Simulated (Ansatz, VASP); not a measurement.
# Two plane-wave programs on MgBe2Te3

```xyz
6
Lattice="4.7321 0.0000 0.0000 0.0000 4.7321 0.0000 0.0000 0.0000 7.2464" Properties=species:S:1:pos:R:3 pbc="T T T"
Mg    2.3660    2.3660    3.5500
Be    2.3660    2.3660    0.8113
Be    0.0000    0.0000    6.1998
Te    2.3660    0.0000    0.0673
Te    0.0000    2.3660    0.0673
Te    0.0000    0.0000    3.7970
```

Change from the starting cell: species swapped into the Zr2P3S type (P4mm, No. 99).

Alike in both runs: task relaxation of cell and atoms; functional PBE; k mesh 8 × 8 × 6; occupations gaussian, width 0.1 eV; no spin polarisation.

```csv
,VASP,Ansatz
version,VASP 6.6.1,Ansatz 0.2.0
potentials or method,"VASP PAW PBE potentials, release 64 (Mg, Be, Te), cutoff 600 eV","scalar-relativistic, plane waves, PAW"
valence electrons in the cell,24,62
```

Ansatz gave:

| Quantity | Value |
| --- | --- |
| gap on the k mesh at the Fermi level, each at its own relaxed structure (eV) | none |
| relaxed volume (Å³/atom) | 26.47 |
| relaxed cell length with the largest relative difference (Å) | 4.724 |

Task: Which values does VASP return?

Result: gap on the k mesh at the Fermi level, each at its own relaxed structure (eV): none; relaxed volume (Å³/atom): 26.50; relaxed cell length with the largest relative difference (Å): 4.727.

A gap of «none» marks a metal or a gap that the smearing closes. VASP's potentials hold 24 valence electrons a cell and Ansatz's 62, so a difference there can come from the potentials and not from the codes.

Spin-orbit coupling is off throughout.
